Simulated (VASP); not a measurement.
# Be (Immm) in VASP: single point with PBE

Aim: the single point of Be with PBE.

All numbers are computed with VASP 6.6.1; they aren't measurements. Logs are shortened: lines on timing, memory, paths and dates and some standing lists are left out, and cuts for length are marked.

## (1) The cell of the first run

It takes space group Immm (No. 71, orthorhombic). The conventional cell has a = 2.339 Å, b = 2.411 Å, c = 2.792 Å, α = 90.00°, β = 90.00°, γ = 90.00°. Be (site symmetry mmm) has 14 Be at 2.18 to 2.79 Å within 2.9 Å.

The cell was generated, and may not be a known phase.

## (2) Single point, PBE

INCAR reads:

```
SYSTEM = Be
ALGO = Fast
EDIFF = 1E-6
ENCUT = 520
GGA = PE
ISIF = 2
ISMEAR = 0
LASPH = .True.
LCHARG = .False.
LREAL = .False.
LWAVE = .False.
NBANDS = 9
NELM = 100
PREC = Accurate
SIGMA = 0.1
```

KPOINTS reads:

```
k-points
0
Gamma
  8 6 6
  0 0 0
```

POSCAR reads:

```
Be
1.0
    2.4107100164      0.0000000000      0.0000000000
    0.0000000000      2.3394195217      0.0000000000
    0.0000000000      0.0000000000      2.7916181916
Be
2
Direct
    0.0000000000      0.0000000000      0.2499903583
    0.5000000000      0.5000000000      0.7500096417
```

Potentials or basis: VASP PAW PBE potentials, release 64 (Be).

The run is started by

```
> cat potpaw_PBE.64/Be/POTCAR > POTCAR
> mpirun -np 1 vasp_std > vasp.out
```

OUTCAR:

```text
SYSTEM = Be
   EDIFF = 1E-6
   ENCUT = 520
   GGA = PE
   ISIF = 2
   ISMEAR = 0
   LASPH = .True.
   LREAL = .False.
   NELM = 100
   PREC = Accurate

 ion  position               nearest neighbor table
   1  0.000  0.000  0.250-   2 2.18   2 2.18   2 2.18   2 2.18   2 2.18   2 2.18   2 2.18   2 2.18

   2  0.500  0.500  0.750-   1 2.18   1 2.18   1 2.18   1 2.18   1 2.18   1 2.18   1 2.18   1 2.18

  LATTYP: Found a simple orthorhombic cell.
 ALAT       =     2.3394195217
 B/A-ratio  =     1.0304735829
 C/A-ratio  =     1.1932952451

  Lattice vectors:

 A1 = (   0.0000000000,  -2.3394195217,   0.0000000000)
 A2 = (   2.4107100164,   0.0000000000,   0.0000000000)
 A3 = (   0.0000000000,   0.0000000000,   2.7916181916)

Analysis of symmetry for initial positions (statically):
=====================================================================
 Subroutine PRICEL returns:
 Original cell was already a primitive cell.

 Routine SETGRP: Setting up the symmetry group for a
 simple orthorhombic supercell.

 Subroutine GETGRP returns: Found  8 space group operations
 (whereof  4 operations were pure point group operations)
 out of a pool of  8 trial point group operations.

The static configuration has the point symmetry C_2v.
 The point group associated with its full space group is D_2h.

Analysis of symmetry for dynamics (positions and initial velocities):
=====================================================================
 Subroutine PRICEL returns:
 Original cell was already a primitive cell.

 Routine SETGRP: Setting up the symmetry group for a
 simple orthorhombic supercell.

 Subroutine GETGRP returns: Found  8 space group operations
 (whereof  4 operations were pure point group operations)
 out of a pool of  8 trial point group operations.

The dynamic configuration has the point symmetry C_2v.
 The point group associated with its full space group is D_2h.

 Subroutine INISYM returns: Found  8 space group operations
 (whereof  4 operations are pure point group operations),
 and found     1 'primitive' translations

----------------------------------------------------------------------------------------

                                     Primitive cell

  volume of cell :      15.7438

  direct lattice vectors                    reciprocal lattice vectors
     2.410710016  0.000000000  0.000000000     0.414815549  0.000000000  0.000000000
     0.000000000  2.339419522  0.000000000     0.000000000  0.427456465  0.000000000
     0.000000000  0.000000000  2.791618192     0.000000000  0.000000000  0.358215175

  length of vectors
     2.410710016  2.339419522  2.791618192     0.414815549  0.427456465  0.358215175

  position of ions in fractional coordinates (direct lattice)
     0.000000000  0.000000000  0.249990358
     0.500000000  0.500000000  0.750009642

  ion indices of the primitive-cell ions
   primitive index   ion index
                 1           1
                 2           2

----------------------------------------------------------------------------------------

 KPOINTS: k-points

Automatic generation of k-mesh.
 Grid dimensions read from file:
 generate k-points for:    8    6    6

 Generating k-lattice:

  Cartesian coordinates                     Fractional coordinates (reciprocal lattice)
     0.051851944  0.000000000  0.000000000     0.125000000  0.000000000  0.000000000
     0.000000000  0.071242744  0.000000000     0.000000000  0.166666667  0.000000000
     0.000000000  0.000000000  0.059702529     0.000000000  0.000000000  0.166666667

  Length of vectors
     0.051851944  0.071242744  0.059702529

  Shift w.r.t. Gamma in fractional coordinates (k-lattice)
     0.000000000  0.000000000  0.000000000

 Subroutine IBZKPT returns following result:
 ===========================================

 Found     80 irreducible k-points:

 Following reciprocal coordinates:
            Coordinates               Weight
  0.000000  0.000000  0.000000      1.000000
  0.125000  0.000000  0.000000      2.000000
  0.250000  0.000000  0.000000      2.000000
  0.375000  0.000000  0.000000      2.000000
  0.500000  0.000000  0.000000      1.000000
  0.000000  0.166667  0.000000      2.000000
[... 16 lines left out ...]
  0.250000  0.000000  0.166667      4.000000
  0.375000  0.000000  0.166667      4.000000
 [... further k-points ...]
   k-points           NKPTS =     80   k-points in BZ     NKDIM =     80   number of bands    NBANDS=      9
   number of dos      NEDOS =    301   number of ions     NIONS =      2
   total plane-waves  NPLWV =   7776
   dimension x,y,z NGX =    18 NGY =   18 NGZ =   24
   dimension x,y,z NGXF=    36 NGYF=   36 NGZF=   48
   ions per type =               2
   NGX,Y,Z   is equivalent  to a cutoff of  12.41, 12.79, 14.29 a.u.
   NGXF,Y,Z  is equivalent  to a cutoff of  24.83, 25.58, 28.58 a.u.
 SYSTEM =  Be
   PREC   = accura    normal or accurate (medium, high low for compatibility)
   ISTART =      0    job   : 0-new  1-cont  2-samecut
   ICHARG =      2    charge: 1-file 2-atom 10-const
   ISPIN  =      1    spin polarized calculation?
   LNONCOLLINEAR =      F non collinear calculations
   LSORBIT =      F    spin-orbit coupling
   LASPH  =      T    aspherical Exc in radial PAW
   ENCUT  =  520.0 eV  38.22 Ry    6.18 a.u.   4.48  4.35  5.19*2*pi/ulx,y,z
   NELM   =    100;   NELMIN=  2; NELMDL= -5     # of ELM steps
   EDIFF  = 0.1E-05   stopping-criterion for ELM
   LREAL  =      F    real-space projection
   EDIFFG = 0.1E-04   stopping-criterion for IOM
   NSW    =      0    number of steps for IOM
   IBRION =     -1    ionic relax: 0-MD 1-quasi-New 2-CG
   NFREE  =      0    steps in history (QN), initial steepest desc. (CG)
   ISIF   =      2    stress and relaxation
   ISYM   =      2    0-nonsym 1-usesym 2-fastsym
   POTIM  = 0.5000    time-step for ionic-motion
   TEBEG  =    0.0;   TEEND  =   0.0 temperature during run
   PSTRESS=    0.0 pullay stress
   NELECT =       4.0000    total number of electrons
   NUPDOWN=      -1.0000    fix difference up-down
   EMIN   =  10.00;   EMAX   =-10.00  energy-range for DOS
   EFERMI =   0.00;   METHOD = LEGACY
   ISMEAR =     0;   SIGMA  =   0.10  broadening in eV -4-tet -1-fermi 0-gaus
   EFERMI_NEDOS =   21; number of points for ismear=-14 and -15
   IALGO  =     68    algorithm
   IMIX   =      4    mixing-type and parameters
     AMIX     =   0.40;   BMIX     =  1.00
     AMIX_MAG =   1.60;   BMIX_MAG =  1.00
  volume/ion in A,a.u.               =       7.87        53.12
  Fermi-wavevector in a.u.,A,eV,Ry     =   1.036872  1.959404 14.627670  1.075103
  Thomas-Fermi vector in A             =   2.171283
   LORBIT       =      0    0 simple, 1 ext, 2 COOP (PROOUT), +10 PAW based schemes
   GGA     = PE    functional components
   LHFCALC =     F    Hartree Fock is set to
   AEXX    =    0.0000 exact exchange contribution
   IVDW    =     0    specifies the selected vdW correction
   LEPSILON=     F    determine dielectric tensor
   LRPA    =     F    only Hartree local field effects (RPA)
 non-spin polarized calculation
 RMM-DIIS sequential band-by-band and
 Gauss-broadening in eV      SIGMA  =   0.10
  energy-cutoff  :      520.00
  volume of cell :       15.74
 maximum number of plane-waves:       440
 NGX is ok and might be reduce to    18
   NGX =  9   NGY =  9   NGZ = 11

 number of electron       4.0000000 magnetization

 Free energy of the ion-electron system (eV)
  ---------------------------------------------------
  ext. energy  EPLUGINS =         0.00000000
  ---------------------------------------------------
  free energy    TOTEN  =        -7.35809512 eV

  energy without entropy =       -7.35724754  energy(sigma->0) =       -7.35767133

 E-fermi :   7.6553     XC(G=0): -10.6254

 val. band max:        7.5570815879   @ k =   0.5000   0.0000   0.5000
 cond. band min:       7.6951667919   @ k =   0.5000   0.1667   0.5000
 fundamental gap:      0.1380852040
 Fermi energy:         7.6553144937

 k-point     1 :       0.0000    0.0000    0.0000
  band No.  band energies     occupation
      1      -4.3162      2.00000
      2       8.1259      0.00000
      3      13.4984      0.00000
      4      14.8093      0.00000
      5      14.9631      0.00000
      6      19.8105      0.00000
      7      26.7835      0.00000
      8      26.9169      0.00000
      9      27.5861      0.00000

 k-point     2 :       0.1250    0.0000    0.0000
  band No.  band energies     occupation
      1      -4.0194      2.00000
      2       8.5125      0.00000
      3      10.5059      0.00000
      4      15.1750      0.00000
      5      15.8877      0.00000
      6      22.6231      0.00000
      7      25.0169      0.00000
      8      26.0628      0.00000
      9      27.1811      0.00000

 k-point     3 :       0.2500    0.0000    0.0000
  band No.  band energies     occupation
      1      -3.1253      2.00000
      2       6.6441      2.00000
      3       9.6688      0.00000
      4      16.2620      0.00000
      5      16.9770      0.00000
      6      21.3351      0.00000
      7      24.2727      0.00000
      8      25.6527      0.00000
      9      25.7717      0.00000

 k-point     4 :       0.3750    0.0000    0.0000
  band No.  band energies     occupation
      1      -1.6230      2.00000
      2       3.2628      2.00000
      3      11.5831      0.00000
      4      17.5385      0.00000
      5      18.0334      0.00000
      6      18.5028      0.00000
      7      22.3158      0.00000
      8      23.1227      0.00000
      9      26.6575      0.00000
[... 205 lines left out ...]
 k-point    22 :       0.1250    0.0000    0.1667
  band No.  band energies     occupation
      1      -3.6261      2.00000
      2       5.8449      2.00000
      3      11.4671      0.00000
      4      15.6618      0.00000
      5      19.0724      0.00000
      6      22.3490      0.00000
      7      23.1631      0.00000
      8      25.6260      0.00000
      9      26.6688      0.00000

 k-point    23 :       0.2500    0.0000    0.1667
  band No.  band energies     occupation
      1      -2.7372      2.00000
      2       5.8004      2.00000
      3       8.7945      0.00000
      4      16.7337      0.00000
      5      18.5815      0.00000
      6      20.0889      0.00000
      7      24.9978      0.00000
      8      25.6880      0.00000
      9      25.9040      0.00000

 k-point    24 :       0.3750    0.0000    0.1667
  band No.  band energies     occupation
      1      -1.2518      2.00000
      2       3.4211      2.00000
      3       9.6092      0.00000
      4      14.9925      0.00000
      5      18.4678      0.00000
      6      21.5305      0.00000
      7      23.1818      0.00000
      8      24.3951      0.00000
      9      26.6430      0.00000

 [... further k-points ...]
[... 5 lines left out ...]
  --------------------------------------------------------------------------------------
  -------------------------------------------------------------------------------------
  Total        0.0050015      0.0310657      0.0126189      0.0000000      0.0000000      0.0000000
  in kB        0.5089781      3.1614262      1.2841683      0.0000000      0.0000000      0.0000000
  external PRESSURE =       1.6515242 kB  Pullay stress =       0.0000000 kB

 VOLUME and BASIS-vectors are now :
 -----------------------------------------------------------------------------
  energy-cutoff  :      520.00
  volume of cell :       15.74
      direct lattice vectors                 reciprocal lattice vectors
     2.410710016  0.000000000  0.000000000     0.414815549  0.000000000  0.000000000
     0.000000000  2.339419522  0.000000000     0.000000000  0.427456465  0.000000000
     0.000000000  0.000000000  2.791618192     0.000000000  0.000000000  0.358215175

 POSITION                                       TOTAL-FORCE (eV/Angst)
 -----------------------------------------------------------------------------------
      0.00000      0.00000      0.69788         0.000000      0.000000      0.000369
      1.20536      1.16971      2.09374         0.000000      0.000000     -0.000369
 -----------------------------------------------------------------------------------
    total drift:                               -0.000000     -0.000000     -0.000000

  FREE ENERGIE OF THE ION-ELECTRON SYSTEM (eV)
  ---------------------------------------------------
  free  energy   TOTEN  =        -7.3580951222 eV

  energy  without entropy=       -7.3572475363  energy(sigma->0) =       -7.35767133
```

It took 13 s on 1 thread of Intel Xeon 8259CL, shared host; peak memory 0.12 GiB.

What came out:

* Free energy: -7.3581 eV
* Pressure: 0.2 GPa
* Band gap on the k mesh: zero (bands 2 and 3 overlap by 2.07 eV)

Stress tensor (GPa, compression positive):
```
0.05 0.00 0.00
0.00 0.32 0.00
0.00 0.00 0.13
```

Caveat: the k points lie up to 0.45 Å⁻¹ apart, too coarse for converged energies and pressures of a metal.

The gap in the log of VASP goes by the Fermi energy; the results here count the filled bands.